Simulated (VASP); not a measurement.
**Al16HO24 (a cell with a defect): single point with PBEsol**

Al16HO24 (a cell with a defect):

```
CELL_PARAMETERS angstrom
-4.77386 -2.75619 4.33829
4.77386 -2.75619 4.33829
0.00000 5.51238 4.33829
ATOMIC_POSITIONS crystal
Al 0.14776 0.14776 0.14776
Al 0.64651 0.64765 0.14821
Al 0.64765 0.14821 0.64651
Al 0.14821 0.64651 0.64765
Al 0.35180 0.35180 0.35180
Al 0.85072 0.85160 0.35363
Al 0.85160 0.35363 0.85072
Al 0.35363 0.85072 0.85160
Al 0.64820 0.64820 0.64820
Al 0.14928 0.14840 0.64637
Al 0.14840 0.64637 0.14928
Al 0.64637 0.14928 0.14840
Al 0.85224 0.85224 0.85224
Al 0.35349 0.35235 0.85179
Al 0.35235 0.85179 0.35349
Al 0.85179 0.35349 0.35235
O 0.40421 0.59644 0.74968
O 0.90186 0.09902 0.74218
O 0.90234 0.59871 0.25058
O 0.40209 0.09692 0.25057
O 0.40356 0.25032 0.59579
O 0.90308 0.74943 0.59791
O 0.90098 0.25782 0.09814
O 0.40129 0.74942 0.09766
O 0.59644 0.74968 0.40421
O 0.09692 0.25057 0.40209
O 0.09902 0.74218 0.90186
O 0.59871 0.25058 0.90234
O 0.74968 0.40421 0.59644
O 0.25058 0.90234 0.59871
O 0.25057 0.40209 0.09692
O 0.74218 0.90186 0.09902
O 0.25032 0.59579 0.40356
O 0.74942 0.09766 0.40129
O 0.74943 0.59791 0.90308
O 0.25782 0.09814 0.90098
O 0.59579 0.40356 0.25032
O 0.09814 0.90098 0.25782
O 0.09766 0.40129 0.74942
O 0.59791 0.90308 0.74943
H 0.00000 0.00000 0.00000
```

This cell differs from its parent crystal: with an interstitial atom, then relaxed in part.

```yaml
Program: VASP 6.6.1
Task: single point
Functional: PBEsol
Potentials_or_basis: VASP PAW PBE potentials, release 64 (Al, O, H)
Cutoff: 520 eV
k_mesh: 2 × 2 × 2, shifted
Occupations: gaussian, width 0.01 eV
Spin: collinear spin
Dipole_correction: no
Further_INCAR_settings: LREAL = Auto; ALGO = Normal; EDIFF = 1e-06; NBANDS = 126
```

| Item | Value |
| --- | --- |
| Pressure | 1.9 GPa |
| Largest force | 0.013 eV/Å |
| Band gap on the k mesh | 1.88 eV |
| Net moment | 1.00 μB per cell |
| Site moments | Al +0.00, -0.00 (each value once); O +0.00, +0.05 (each value once); H +0.33 μB |
| Valence electrons inside the program's atomic spheres | Al 0.70, 0.72, 0.71 (each value once); O 5.17, 5.16 (each value once); H 0.49 |

Forces in eV/Å, atoms in the order of the input:
```
Al   0.000  0.000  0.006
Al  -0.001 -0.004  0.000
Al  -0.002  0.003  0.000
Al   0.004  0.001  0.000
Al   0.000  0.000 -0.013
Al   0.001 -0.001  0.000
Al  -0.002  0.000  0.000
Al   0.001  0.002  0.000
Al   0.000  0.000  0.013
Al  -0.001  0.001  0.000
Al   0.002  0.000  0.000
Al  -0.001 -0.002  0.000
Al   0.000  0.000 -0.006
Al   0.001  0.004  0.000
Al   0.002 -0.003  0.000
Al  -0.004 -0.001  0.000
O    0.003  0.000 -0.004
O   -0.002  0.001  0.001
O    0.006  0.000  0.002
O    0.001  0.001  0.001
O    0.001  0.002  0.004
O   -0.001  0.001 -0.001
O   -0.002 -0.002 -0.001
O    0.003  0.005 -0.002
O   -0.001 -0.002 -0.004
O    0.001 -0.001  0.001
O    0.002  0.002  0.001
O   -0.003 -0.005  0.002
O   -0.001  0.002 -0.004
O   -0.003  0.006  0.002
O   -0.001  0.000  0.001
O    0.000 -0.003  0.001
O    0.001 -0.002  0.004
O    0.003 -0.006 -0.002
O    0.001  0.000 -0.001
O    0.000  0.003 -0.001
O   -0.003  0.000  0.004
O    0.002 -0.001 -0.001
O   -0.006  0.000 -0.002
O   -0.001 -0.001 -0.001
H    0.000  0.000  0.000
```

Stress tensor (GPa, compression positive):
```
2.33 0.00 0.00
0.00 2.33 0.00
0.00 0.00 1.11
```

Levels at points of the mesh, in eV from the valence-band top:
Spin up:
| k point | band 94 | band 95 | band 96 | band 97 | band 98 | band 99 | band 100 | band 101 |
| --- | --- | --- | --- | --- | --- | --- | --- | --- |
| (0.25, 0.25, 0.25) | -3.09 | -2.82 | -2.82 | -0.07 | 4.51 | 6.13 | 6.34 | 6.34 |
Spin down:
```
           k point  band 94  band 95  band 96  band 97  band 98  band 99
(0.25, 0.25, 0.25)    -3.08    -2.80    -2.80     1.88     4.59     6.21
```

It took 9 min on 1 thread of AMD EPYC 7R43 64-Core Processor (Zen 3) (shared host), peak memory 0.51 GiB.

Caveat: the cell differs from its parent crystal (with an interstitial atom, then relaxed in part); the PAW data sets were made with another functional, which shifts forces and pressure a little.
